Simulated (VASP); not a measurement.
BiH2, 3 atoms in the cell. It takes space group P-3m1 (No. 164, trigonal). The conventional cell has a = 3.840 Å, b = 3.840 Å, c = 3.190 Å, α = 90.00°, β = 90.00°, γ = 120.00°. Bi (site symmetry -3m) has 6 H at 2.28 Å within 3.0 Å. Within 3.2 Å of H (site symmetry 3m) lie 3 Bi at 2.28 Å and 8 H at 2.48 to 3.19 Å. 

* Program: VASP 6.6.1
* Task: single point
* Functional: PBE
* Dispersion: D3(BJ)
* Potentials or basis: VASP PAW PBE potentials, release 64 (Bi_d, H)
* Cutoff: 520 eV
* k mesh: 6 × 6 × 6
* Occupations: gaussian, width 0.1 eV
* Spin: no spin polarisation
* Dipole correction: no
* Further INCAR settings: ALGO = Normal; EDIFF = 1e-06; NBANDS = 16

Potentials or basis: VASP PAW PBE potentials, release 64 (Bi_d, H).

Command:

```bash
$ cat potpaw_PBE.64/Bi_d/POTCAR potpaw_PBE.64/H/POTCAR > POTCAR
$ mpirun -np 1 vasp_std > vasp.out
```

Hardware: 1 thread of AMD EPYC 7R13, on a shared host.

Problem. How long does it take, and how much memory?

Solution. Run time: 34 s on 1 thread of AMD EPYC 7R13, with other jobs on the host, peak memory 0.15 GiB. Counts: scf iterations 12, k points 34.
